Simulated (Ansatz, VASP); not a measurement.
**One calculation of BeTe, two programs**

```
Be Te
1.0
     0.00000    2.68031    2.68031
     2.68031    0.00000    2.68031
     2.68031    2.68031    0.00000
Be Te
1 1
Direct
  0.50000 0.50000 0.50000
  0.00000 0.00000 0.00000
```

Alike in both runs: task single point; functional PBE; k mesh 5 × 5 × 5; occupations fermi-dirac, width 0.03 eV; no spin polarisation.

```csv
,VASP,Ansatz
version,VASP 6.6.1,Ansatz 0.2.0
potentials or method,"VASP PAW PBE potentials, release 64 (Be, Te), cutoff 600 eV","all-electron LAPW, scalar-relativistic"
```

|  | VASP | Ansatz | Ansatz less VASP |
| --- | --- | --- | --- |
| gap on the k mesh at the Fermi level (eV) | none | none | - |
| pressure (GPa) | 0.6 | 0.5 | -0.05 |

A gap of «none» marks a metal or a gap that the smearing closes. Ansatz ran all-electron here, and VASP with PAW potentials.

The k mesh is coarse, so the values compare programs but aren't converged. Neither program's run includes spin-orbit coupling. Noted on Ansatz's run: the k mesh is thin for a metal, which can move the energy by tens of meV per atom.
